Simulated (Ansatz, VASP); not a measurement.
## Two plane-wave programs on ZnSe

```
Zn Se
1.0
     0.00000    3.26366    2.72063
     2.72063    0.00000    2.72063
     2.72063    3.26366    0.00000
Zn Se
1 1
Direct
  0.00000 0.00000 0.00000
  0.75000 0.75000 0.75000
```

Alike in both runs: task single point; functional LDA; k mesh 10 × 10 × 10; occupations gaussian, width 0.05 eV; no spin polarisation.

```csv
,VASP,Ansatz
version,VASP 6.6.1,Ansatz 0.2.0
potentials or method,"VASP PAW LDA potentials, release 64 (Zn, Se), cutoff 520 eV","scalar-relativistic, plane waves, PAW"
valence electrons in the cell,18,28
```

VASP gave:

```
gap on the k mesh at the Fermi level (eV)                     : 0.37
least direct gap on the mesh (eV)                             : 0.37
pressure (GPa)                                                : -6.4
traceless stress, the component that is largest in VASP (GPa) : -6.20
```

What did Ansatz give for the same quantities?

gap on the k mesh at the Fermi level (eV): 0.33; least direct gap on the mesh (eV): 0.33; pressure (GPa): -6.6; traceless stress, the component that is largest in VASP (GPa): -6.23.

Ansatz warns that its potentials were made for another functional, while VASP's fit it. LDA's correlation is that of Perdew and Zunger in VASP and of Perdew and Wang (1992) in Ansatz. VASP's potentials hold 18 valence electrons a cell and Ansatz's 28, so a difference there can come from the potentials and not from the codes.
